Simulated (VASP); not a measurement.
# AlN (Imm2) in VASP: notebook

The runs below take AlN through single point, with PBE.

All numbers are computed with VASP 6.6.1; they aren't measurements. Logs are shortened: lines on timing, memory, paths and dates and some standing lists are left out, and cuts for length are marked.

## (1) The cell of the first run

Symmetry: Imm2, No. 44, orthorhombic system. The conventional cell has a = 3.114 Å, b = 3.114 Å, c = 4.403 Å, α = 90.00°, β = 90.00°, γ = 90.00°. Within 2.5 Å of Al (site symmetry mm2) lie 4 N at 1.88 to 1.93 Å. N (site symmetry mm2) has 4 Al at 1.88 to 1.93 Å within 2.5 Å.

## (2) Single point, PBE (mode 4 (634.6 1/cm) frozen in, largest displacement +0.025 Å)

Contents of INCAR:

```
  PREC = Accurate
  ENCUT = 520
  EDIFF = 1E-6
  ISMEAR = 0
  SIGMA = 0.05
  LREAL = False
  LASPH = True
  NELM = 80
  ALGO = Normal
  ISIF = 2
  LWAVE = False
  LCHARG = False
  GGA = PE
  NBANDS = 11
```

Contents of KPOINTS:

```
Automatic mesh
0
Gamma
  10 10 10
```

Contents of POSCAR:

```
AlN
1.0
    0.0000000000      2.2015871043      2.2015871043
    2.2015871043      0.0000000000      2.2015871043
    2.2015871043      2.2015871043      0.0000000000
Al N
1 1
Direct
    0.0029474915     -0.0029474915     -0.0029474915
    0.7443222778      0.7556777222      0.7556777222
```

Potentials or basis: VASP PAW PBE potentials, release 64 (Al, N).

Started as:

```
$ cat potpaw_PBE.64/Al/POTCAR potpaw_PBE.64/N/POTCAR > POTCAR
$ mpirun -np 1 vasp_std > vasp.out
```

OUTCAR:

```text
PREC = Accurate
   ENCUT = 520
   EDIFF = 1E-6
   ISMEAR = 0
   LREAL = False
   LASPH = True
   NELM = 80
   ISIF = 2
   GGA = PE

 ion  position               nearest neighbor table
   1  0.003  0.997  0.997-   2 1.88   2 1.88   2 1.93   2 1.93
   2  0.744  0.756  0.756-   1 1.88   1 1.88   1 1.93   1 1.93

  LATTYP: Found a face centered cubic cell.
 ALAT       =     4.4031742086

  Lattice vectors:

 A1 = (   0.0000000000,   2.2015871043,   2.2015871043)
 A2 = (   2.2015871043,   0.0000000000,   2.2015871043)
 A3 = (   2.2015871043,   2.2015871043,   0.0000000000)

Analysis of symmetry for initial positions (statically):
=====================================================================
 Subroutine PRICEL returns:
 Original cell was already a primitive cell.

 Routine SETGRP: Setting up the symmetry group for a
 face centered cubic supercell.

 Subroutine GETGRP returns: Found  4 space group operations
 (whereof  4 operations were pure point group operations)
 out of a pool of 48 trial point group operations.

The static configuration has the point symmetry C_2v.

Analysis of symmetry for dynamics (positions and initial velocities):
=====================================================================
 Subroutine PRICEL returns:
 Original cell was already a primitive cell.

 Routine SETGRP: Setting up the symmetry group for a
 face centered cubic supercell.

 Subroutine GETGRP returns: Found  4 space group operations
 (whereof  4 operations were pure point group operations)
 out of a pool of 48 trial point group operations.

The dynamic configuration has the point symmetry C_2v.

 Subroutine INISYM returns: Found  4 space group operations
 (whereof  4 operations are pure point group operations),
 and found     1 'primitive' translations

----------------------------------------------------------------------------------------

                                     Primitive cell

  volume of cell :      21.3421

  direct lattice vectors                    reciprocal lattice vectors
     0.000000000  2.201587104  2.201587104    -0.227108888  0.227108888  0.227108888
     2.201587104  0.000000000  2.201587104     0.227108888 -0.227108888  0.227108888
     2.201587104  2.201587104  0.000000000     0.227108888  0.227108888 -0.227108888

  length of vectors
     3.113514342  3.113514342  3.113514342     0.393364134  0.393364134  0.393364134

  position of ions in fractional coordinates (direct lattice)
     0.002947492  0.997052508  0.997052508
     0.744322278  0.755677722  0.755677722

  ion indices of the primitive-cell ions
   primitive index   ion index
                 1           1
                 2           2

----------------------------------------------------------------------------------------

 KPOINTS: Automatic mesh

Automatic generation of k-mesh.
 Grid dimensions read from file:
 generate k-points for:   10   10   10

 Generating k-lattice:

  Cartesian coordinates                     Fractional coordinates (reciprocal lattice)
    -0.022710889  0.022710889  0.022710889     0.100000000  0.000000000  0.000000000
     0.022710889 -0.022710889  0.022710889     0.000000000  0.100000000  0.000000000
     0.022710889  0.022710889 -0.022710889     0.000000000  0.000000000  0.100000000

  Length of vectors
     0.039336413  0.039336413  0.039336413

  Shift w.r.t. Gamma in fractional coordinates (k-lattice)
     0.000000000  0.000000000  0.000000000

 Subroutine IBZKPT returns following result:
 ===========================================

 Found    171 irreducible k-points:

 Following reciprocal coordinates:
            Coordinates               Weight
  0.000000  0.000000  0.000000      1.000000
  0.100000  0.000000  0.000000      4.000000
  0.000000  0.100000  0.000000      4.000000
  0.200000  0.000000  0.000000      4.000000
  0.000000  0.200000  0.000000      4.000000
  0.300000  0.000000  0.000000      4.000000
[... 16 lines left out ...]
  0.000000  0.400000  0.100000      4.000000
  0.100000  0.000000  0.400000      8.000000
 [... further k-points ...]
   k-points           NKPTS =    171   k-points in BZ     NKDIM =    171   number of bands    NBANDS=     11
   number of dos      NEDOS =    301   number of ions     NIONS =      2
   total plane-waves  NPLWV =  13824
   dimension x,y,z NGX =    24 NGY =   24 NGZ =   24
   dimension x,y,z NGXF=    48 NGYF=   48 NGZF=   48
   ions per type =               1   1
   NGX,Y,Z   is equivalent  to a cutoff of  12.81, 12.81, 12.81 a.u.
   NGXF,Y,Z  is equivalent  to a cutoff of  25.63, 25.63, 25.63 a.u.
 SYSTEM =  unknown system
   PREC   = accura    normal or accurate (medium, high low for compatibility)
   ISTART =      0    job   : 0-new  1-cont  2-samecut
   ICHARG =      2    charge: 1-file 2-atom 10-const
   ISPIN  =      1    spin polarized calculation?
   LNONCOLLINEAR =      F non collinear calculations
   LSORBIT =      F    spin-orbit coupling
   LASPH  =      T    aspherical Exc in radial PAW
   ENCUT  =  520.0 eV  38.22 Ry    6.18 a.u.   5.79  5.79  5.79*2*pi/ulx,y,z
   NELM   =     80;   NELMIN=  2; NELMDL= -5     # of ELM steps
   EDIFF  = 0.1E-05   stopping-criterion for ELM
   LREAL  =      F    real-space projection
   EDIFFG = 0.1E-04   stopping-criterion for IOM
   NSW    =      0    number of steps for IOM
   IBRION =     -1    ionic relax: 0-MD 1-quasi-New 2-CG
   NFREE  =      0    steps in history (QN), initial steepest desc. (CG)
   ISIF   =      2    stress and relaxation
   ISYM   =      2    0-nonsym 1-usesym 2-fastsym
   POTIM  = 0.5000    time-step for ionic-motion
   TEBEG  =    0.0;   TEEND  =   0.0 temperature during run
   PSTRESS=    0.0 pullay stress
   NELECT =       8.0000    total number of electrons
   NUPDOWN=      -1.0000    fix difference up-down
   EMIN   =  10.00;   EMAX   =-10.00  energy-range for DOS
   EFERMI =   0.00;   METHOD = LEGACY
   ISMEAR =     0;   SIGMA  =   0.05  broadening in eV -4-tet -1-fermi 0-gaus
   EFERMI_NEDOS =   21; number of points for ismear=-14 and -15
   IALGO  =     38    algorithm
   IMIX   =      4    mixing-type and parameters
     AMIX     =   0.40;   BMIX     =  1.00
     AMIX_MAG =   1.60;   BMIX_MAG =  1.00
  volume/ion in A,a.u.               =      10.67        72.01
  Fermi-wavevector in a.u.,A,eV,Ry     =   1.180390  2.230614 18.957286  1.393321
  Thomas-Fermi vector in A             =   2.316684
   LORBIT       =      0    0 simple, 1 ext, 2 COOP (PROOUT), +10 PAW based schemes
   GGA     = PE    functional components
   LHFCALC =     F    Hartree Fock is set to
   AEXX    =    0.0000 exact exchange contribution
   IVDW    =     0    specifies the selected vdW correction
   LEPSILON=     F    determine dielectric tensor
   LRPA    =     F    only Hartree local field effects (RPA)
 non-spin polarized calculation
 Gauss-broadening in eV      SIGMA  =   0.05
  energy-cutoff  :      520.00
  volume of cell :       21.34
 maximum number of plane-waves:       589
   NGX = 11   NGY = 11   NGZ = 11

 number of electron       8.0000000 magnetization

 Free energy of the ion-electron system (eV)
  ---------------------------------------------------
  ext. energy  EPLUGINS =         0.00000000
  ---------------------------------------------------
  free energy    TOTEN  =       -14.83755532 eV

  energy without entropy =      -14.83755532  energy(sigma->0) =      -14.83755532

 E-fermi :   6.0938     XC(G=0): -10.8290

 val. band max:        5.8429574761   @ k =   0.0000   0.0000   0.0000
 cond. band min:       9.0484246182   @ k =   0.5000   0.5000   0.0000
 fundamental gap:      3.2054671421
 Fermi energy:         6.0938195259

 k-point     1 :       0.0000    0.0000    0.0000
  band No.  band energies     occupation
      1      -9.0981      2.00000
      2       5.6435      2.00000
      3       5.7460      2.00000
      4       5.8430      2.00000
      5       9.7262      0.00000
      6      18.0539      0.00000
      7      18.0704      0.00000
      8      18.0842      0.00000
      9      23.2289      0.00000
     10      23.2396      0.00000
     11      24.4484      0.00000

 k-point     2 :       0.1000    0.0000    0.0000
  band No.  band energies     occupation
      1      -8.9557      2.00000
      2       4.8761      2.00000
      3       5.6643      2.00000
      4       5.7905      2.00000
      5      10.3812      0.00000
      6      17.6795      0.00000
      7      18.1844      0.00000
      8      18.2334      0.00000
      9      21.9592      0.00000
     10      21.9831      0.00000
     11      23.8830      0.00000

 k-point     3 :       0.0000    0.1000    0.0000
  band No.  band energies     occupation
      1      -8.9562      2.00000
      2       4.9839      2.00000
      3       5.5932      2.00000
      4       5.7297      2.00000
      5      10.4056      0.00000
      6      17.6641      0.00000
      7      18.1870      0.00000
      8      18.2156      0.00000
      9      22.0260      0.00000
     10      22.0428      0.00000
     11      23.7549      0.00000

 k-point     4 :       0.2000    0.0000    0.0000
  band No.  band energies     occupation
      1      -8.5506      2.00000
      2       3.3073      2.00000
      3       5.5359      2.00000
      4       5.6598      2.00000
      5      11.4954      0.00000
      6      16.8811      0.00000
      7      18.1261      0.00000
      8      18.2212      0.00000
      9      21.3952      0.00000
     10      21.4275      0.00000
     11      22.9852      0.00000

 k-point     5 :       0.0000    0.2000    0.0000
  band No.  band energies     occupation
      1      -8.5528      2.00000
      2       3.3892      2.00000
      3       5.4677      2.00000
      4       5.5988      2.00000
      5      11.5414      0.00000
      6      16.8813      0.00000
      7      18.0886      0.00000
      8      18.1726      0.00000
      9      21.4956      0.00000
     10      21.5462      0.00000
     11      22.8955      0.00000
[... 211 lines left out ...]
 k-point    21 :       0.2000   -0.1000   -0.1000
  band No.  band energies     occupation
      1      -8.0633      2.00000
      2       2.2413      2.00000
      3       5.2144      2.00000
      4       5.2561      2.00000
      5      12.3174      0.00000
      6      16.0406      0.00000
      7      17.2942      0.00000
      8      18.1846      0.00000
      9      20.5919      0.00000
     10      23.5765      0.00000
     11      24.0814      0.00000

 k-point    22 :       0.4000    0.1000    0.0000
  band No.  band energies     occupation
      1      -7.4654      2.00000
      2       0.9078      2.00000
      3       5.0400      2.00000
      4       5.1322      2.00000
      5      12.8629      0.00000
      6      15.1327      0.00000
      7      17.2285      0.00000
      8      17.6489      0.00000
      9      21.8876      0.00000
     10      24.3726      0.00000
     11      24.9144      0.00000

 k-point    23 :       0.0000    0.4000    0.1000
  band No.  band energies     occupation
      1      -7.4722      2.00000
      2       0.9697      2.00000
      3       5.0002      2.00000
      4       5.0575      2.00000
      5      12.9028      0.00000
      6      15.1455      0.00000
      7      17.2148      0.00000
      8      17.6187      0.00000
      9      21.9598      0.00000
     10      24.3194      0.00000
     11      24.9581      0.00000

 k-point    24 :       0.1000    0.0000    0.4000
  band No.  band energies     occupation
      1      -7.4729      2.00000
      2       0.9763      2.00000
      3       4.9430      2.00000
      4       5.1051      2.00000
      5      12.9132      0.00000
      6      15.1302      0.00000
      7      17.2505      0.00000
      8      17.5663      0.00000
      9      22.0085      0.00000
     10      24.2295      0.00000
     11      25.0624      0.00000

 [... further k-points ...]
[... 5 lines left out ...]
  --------------------------------------------------------------------------------------
  -------------------------------------------------------------------------------------
  Total       -0.0385856     -0.0049950     -0.0049950      0.0000000      0.3051046      0.0000000
  in kB       -2.8966629     -0.3749835     -0.3749835      0.0000000     22.9045455      0.0000000
  external PRESSURE =      -1.2155433 kB  Pullay stress =       0.0000000 kB

 VOLUME and BASIS-vectors are now :
 -----------------------------------------------------------------------------
  energy-cutoff  :      520.00
  volume of cell :       21.34
      direct lattice vectors                 reciprocal lattice vectors
     0.000000000  2.201587104  2.201587104    -0.227108888  0.227108888  0.227108888
     2.201587104  0.000000000  2.201587104     0.227108888 -0.227108888  0.227108888
     2.201587104  2.201587104  0.000000000     0.227108888  0.227108888 -0.227108888

 POSITION                                       TOTAL-FORCE (eV/Angst)
 -----------------------------------------------------------------------------------
      4.39020      2.20159      2.20159         0.519457      0.000000      0.000000
      3.32738      3.30238      3.30238        -0.519457     -0.000000     -0.000000
 -----------------------------------------------------------------------------------
    total drift:                               -0.000194      0.000000      0.000000

  FREE ENERGIE OF THE ION-ELECTRON SYSTEM (eV)
  ---------------------------------------------------
  free  energy   TOTEN  =       -14.8375553228 eV

  energy  without entropy=      -14.8375553228  energy(sigma->0) =      -14.83755532
```

Wall time 9.5 s (1 thread of Intel Xeon 6975P-C (Granite Rapids), shared host); peak memory 0.15 GiB.

Results:

- Free energy: -14.8376 eV
- Pressure: -0.1 GPa
- Largest force: 0.519 eV/Å
- Band gap on the k mesh: 3.21 eV, indirect (least direct gap 3.88 eV)

Forces on the atoms (eV/Å):
```
Al   0.519  0.000  0.000
N   -0.519  0.000  0.000
```

Caveat: the cell differs from its parent crystal (mode 4 (634.6 1/cm) frozen in, largest displacement +0.025 Å). A k mesh can miss the band edges.

## (3) Single point, PBE (mode 4 (634.6 1/cm) frozen in, largest displacement +0.050 Å)

Contents of INCAR:

```
SYSTEM = AlN
ALGO = Normal
EDIFF = 1E-6
ENCUT = 600
GGA = PE
GGA_COMPAT = .False.
ISIF = 2
ISMEAR = 0
LASPH = .True.
LCHARG = .False.
LREAL = .False.
LWAVE = .False.
NBANDS = 11
NELM = 120
PREC = Accurate
SIGMA = 0.05
```

Contents of KPOINTS:

```
k-points
0
Gamma
  10 10 10
  0 0 0
```

Contents of POSCAR:

```
AlN
1.0
    0.0000000000      2.2015871043      2.2015871043
    2.2015871043      0.0000000000      2.2015871043
    2.2015871043      2.2015871043      0.0000000000
Al N
1 1
Direct
    0.0058949830     -0.0058949830     -0.0058949830
    0.7386445556      0.7613554444      0.7613554444
```

Potentials or basis: VASP PAW PBE potentials, release 64 (Al, N).

Started as:

```
$ cat potpaw_PBE.64/Al/POTCAR potpaw_PBE.64/N/POTCAR > POTCAR
$ mpirun -np 1 vasp_std > vasp.out
```

It took 35 s on 1 thread of Intel Xeon 6975P-C, shared host; peak memory 0.19 GiB.

The run converged. Its results:

```yaml
Free_energy: -14.8095 eV
Pressure: 0.3 GPa
Largest_force: 1.035 eV/Å
Band_gap_on_the_k_mesh: 3.11 eV, indirect (least direct gap 3.78 eV)
```

Forces on the atoms (eV/Å):
```
Al   1.035  0.000  0.000
N   -1.035  0.000  0.000
```

Stress tensor (GPa, compression positive):
```
-0.41  0.00  0.00
 0.00  0.60  4.61
 0.00  4.61  0.60
```

Levels at points of the mesh, in eV from the valence-band top:
```tsv
k point	band 1	band 2	band 3	band 4	band 5	band 6	band 7	band 8	band 9
(0.00, 0.00, 0.00)	-15.04	-0.40	-0.19	0.00	3.78	12.10	12.14	12.16	17.26
(0.50, 0.00, 0.00)	-13.05	-6.01	-0.72	-0.50	6.92	9.45	10.73	10.95	17.45
(0.00, 0.50, 0.00)	-13.07	-5.88	-0.86	-0.61	6.99	9.53	10.69	10.87	17.42
(0.50, 0.50, 0.00)	-12.45	-5.03	-1.94	-1.93	3.11	8.24	13.41	15.26	15.28
(0.00, 0.50, 0.50)	-12.45	-5.02	-2.09	-1.81	3.12	8.28	13.41	15.21	15.26
```

Caveat: the cell differs from its parent crystal (mode 4 (634.6 1/cm) frozen in, largest displacement +0.050 Å); forces of over 1 eV/Å act on the atoms, so gaps and moduli don't describe the material at rest.

## (4) Single point, PBE (mode 4 (634.6 1/cm) frozen in, largest displacement +0.075 Å)

Contents of INCAR:

```
SYSTEM = AlN
PREC = Accurate
ENCUT = 600
EDIFF = 1E-6
ISMEAR = 0
SIGMA = 0.05
LREAL = .FALSE.
LASPH = .TRUE.
NELM = 120
ALGO = Normal
ISIF = 2
LWAVE = .FALSE.
LCHARG = .FALSE.
GGA = PE
NBANDS = 11
GGA_COMPAT = .FALSE.
```

Contents of KPOINTS:

```
Automatic mesh
0
G
  10 10 10
  0 0 0
```

Contents of POSCAR:

```
AlN
1.0
    0.0000000000      2.2015871043      2.2015871043
    2.2015871043      0.0000000000      2.2015871043
    2.2015871043      2.2015871043      0.0000000000
Al N
1 1
Direct
    0.0088424745     -0.0088424745     -0.0088424745
    0.7329668334      0.7670331666      0.7670331666
```

Started as:

```
$ cat potpaw_PBE.64/Al/POTCAR potpaw_PBE.64/N/POTCAR > POTCAR
$ mpirun -np 1 vasp_std > vasp.out
```

Wall time 36 s (1 thread of Intel Xeon 6975P-C, shared host); peak memory 0.18 GiB.

It converged, with:

- Free energy: -14.7606 eV
- Pressure: 1.1 GPa
- Largest force: 1.541 eV/Å
- Band gap on the k mesh: 3.01 eV, indirect (least direct gap 3.68 eV)

Forces in eV/Å, atoms in the order of the input:
```
Al   1.541  0.000  0.000
N   -1.541  0.000  0.000
```

Stress tensor (GPa, compression positive):
```
-0.42  0.00  0.00
 0.00  1.85  7.00
 0.00  7.00  1.85
```

Levels at points of the mesh, in eV from the valence-band top:
```
           k point  band 1  band 2  band 3  band 4  band 5  band 6  band 7  band 8  band 9
(0.00, 0.00, 0.00)  -15.13   -0.59   -0.27    0.00    3.68   12.00   12.06   12.09   17.12
(0.50, 0.00, 0.00)  -13.14   -6.13   -0.83   -0.51    6.79    9.31   10.61   10.94   17.30
(0.00, 0.50, 0.00)  -13.17   -5.94   -1.04   -0.66    6.90    9.44   10.57   10.81   17.27
(0.50, 0.50, 0.00)  -12.54   -5.12   -2.02   -2.00    3.01    8.11   13.27   15.18   15.22
(0.00, 0.50, 0.50)  -12.54   -5.11   -2.26   -1.83    3.04    8.20   13.28   15.11   15.18
```

Caveat: the cell differs from its parent crystal (mode 4 (634.6 1/cm) frozen in, largest displacement +0.075 Å); forces of over 1 eV/Å act on the atoms, so gaps and moduli don't describe the material at rest.

## (5) Single point, PBE

Contents of INCAR:

```
SYSTEM = AlN
PREC = Accurate ; ENCUT = 600
EDIFF = 1E-6 ; ISMEAR = 0
SIGMA = 0.05 ; LREAL = .FALSE.
LASPH = .TRUE. ; NELM = 120
ALGO = Normal ; ISIF = 2
LWAVE = .FALSE. ; LCHARG = .TRUE.
GGA = PE ; LELF = .TRUE.
LVHAR = .TRUE. ; NBANDS = 11
GGA_COMPAT = .FALSE.
```

Contents of KPOINTS:

```
regular mesh
0
G
  10 10 10
  0 0 0
```

Contents of POSCAR:

```
AlN
1.0
    0.0000000000      2.2015871043      2.2015871043
    2.2015871043      0.0000000000      2.2015871043
    2.2015871043      2.2015871043      0.0000000000
Al N
1 1
Direct
    0.0029474915     -0.0029474915     -0.0029474915
    0.7443222778      0.7556777222      0.7556777222
```

Started as:

```
$ cat potpaw_PBE.64/Al/POTCAR potpaw_PBE.64/N/POTCAR > POTCAR
$ mpirun -np 1 vasp_std > vasp.out
```

Run time: 40 s. Hardware: 1 thread of Intel Xeon 6975P-C, shared host; peak memory 0.18 GiB.

Results (log left out):

- Free energy: -14.8390 eV
- Pressure: -0.2 GPa
- Largest force: 0.520 eV/Å
- Band gap on the k mesh: 3.21 eV, indirect (least direct gap 3.88 eV)

Forces on the atoms (eV/Å):
```
Al   0.520  0.000  0.000
N   -0.520  0.000  0.000
```

Stress tensor (GPa, compression positive):
```
-0.41  0.00  0.00
 0.00 -0.16  2.29
 0.00  2.29 -0.16
```

Levels at points of the mesh, in eV from the valence-band top:
| k point | band 1 | band 2 | band 3 | band 4 | band 5 | band 6 | band 7 | band 8 | band 9 |
| --- | --- | --- | --- | --- | --- | --- | --- | --- | --- |
| (0.00, 0.00, 0.00) | -14.94 | -0.20 | -0.10 | 0.00 | 3.88 | 12.21 | 12.23 | 12.24 | 17.39 |
| (0.50, 0.00, 0.00) | -12.96 | -5.88 | -0.60 | -0.49 | 7.04 | 9.58 | 10.86 | 10.97 | 17.57 |
| (0.00, 0.50, 0.00) | -12.97 | -5.82 | -0.67 | -0.55 | 7.08 | 9.62 | 10.84 | 10.93 | 17.56 |
| (0.50, 0.50, 0.00) | -12.35 | -4.93 | -1.85 | -1.84 | 3.21 | 8.36 | 13.53 | 15.34 | 15.35 |
| (0.00, 0.50, 0.50) | -12.35 | -4.93 | -1.92 | -1.78 | 3.21 | 8.37 | 13.53 | 15.32 | 15.35 |

A k mesh can miss the band edges.
